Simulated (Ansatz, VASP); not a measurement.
**Two plane-wave programs on MnF2**

INCAR

```
SYSTEM = MnF2
  PREC = Accurate
  ENCUT = 520
  EDIFF = 1E-6
  ISMEAR = -1
  SIGMA = 0.05
  LREAL = .FALSE.
  LASPH = .TRUE.
  NELM = 150
  ALGO = Normal
  ISIF = 2
  LWAVE = .FALSE.
  LCHARG = .FALSE.
  ISPIN = 2
  MAGMOM = 2 2 0 0 0 0
  LORBIT = 11
  NUPDOWN = 4.0
  LMAXMIX = 4
  GGA = PE
  NBANDS = 40
```

KPOINTS

```
Automatic mesh
0
G
  5 5 7
  0 0 0
```

Contents of POSCAR:

```
MnF2
1.0
    4.8738000000      0.0000000000      0.0000000000
    0.0000000000      4.8738000000      0.0000000000
    0.0000000000      0.0000000000      3.3107000000
Mn F
2 4
Direct
    0.5000000000      0.5000000000      0.5000000000
    0.0000000000      0.0000000000      0.0000000000
    0.8053000000      0.1947000000      0.5000000000
    0.6947000000      0.6947000000      0.0000000000
    0.1947000000      0.8053000000      0.5000000000
    0.3053000000      0.3053000000      0.0000000000
```

The input input.yaml:

```yaml
crystal:
  lattice:
    - [4.8738, 0.0, 0.0]
    - [0.0, 4.8738, 0.0]
    - [0.0, 0.0, 3.3107]
  atoms:
    - { symbol: Mn, position: [0.5, 0.5, 0.5], spin: 2.0 }
    - { symbol: Mn, position: [0.0, 0.0, 0.0], spin: 2.0 }
    - { symbol: F, position: [0.8053, 0.1947, 0.5] }
    - { symbol: F, position: [0.6947, 0.6947, 0.0] }
    - { symbol: F, position: [0.1947, 0.8053, 0.5] }
    - { symbol: F, position: [0.3053, 0.3053, 0.0] }
hamiltonian:
  xc: pbe
  pseudopotentials: { kind: paw }
magnetization:
  spin_polarized: true
  initial_magnetization: 4.0
  spin_locking: { lock_magnetization: hard }
kpoints:
  mp_grid: { grid: [5, 5, 7] }
scf:
  occupations: { method: fermi_dirac, width: 0.05 }
  lower_state_search: "off"
output:
  forces: true
  stress: true
  eigenvalues: true
```

Alike in both runs: task single point; functional PBE; k mesh 5 × 5 × 7; occupations fermi-dirac, width 0.05 eV; collinear spin; fixed moment 4 μB.

|  | VASP | Ansatz |
| --- | --- | --- |
| version | VASP 6.6.1 | Ansatz 0.2.0 |
| potentials or method | VASP PAW PBE potentials, release 64 (Mn_pv, F) | Ansatz PAW |
| plane-wave cutoff (eV) | 520 | 420 |
| valence electrons in the cell | 54 | 58 |

|  | VASP | Ansatz | Ansatz less VASP |
| --- | --- | --- | --- |
| pressure (GPa) | -11.0 | -7.2 | +3.81 |
| traceless stress, the component that is largest in VASP (GPa) | -2.21 | -0.08 | +2.131 |
| rms of the force components (eV/Å) | 0.065 | 0.005 | -0.0597 |
| net moment per atom (μB) | 0.67 | 0.67 | 0.000 |
| size of the moment on the site where the two differ most (μB) | 1.92 | 1.73 | -0.188 |

Site moments also hang on the region over which each program counts them. Atom by atom the forces differ by 0.060 eV/Å (rms over components). VASP's potentials hold 54 valence electrons a cell and Ansatz's 58, so a difference there can come from the potentials and not from the codes.
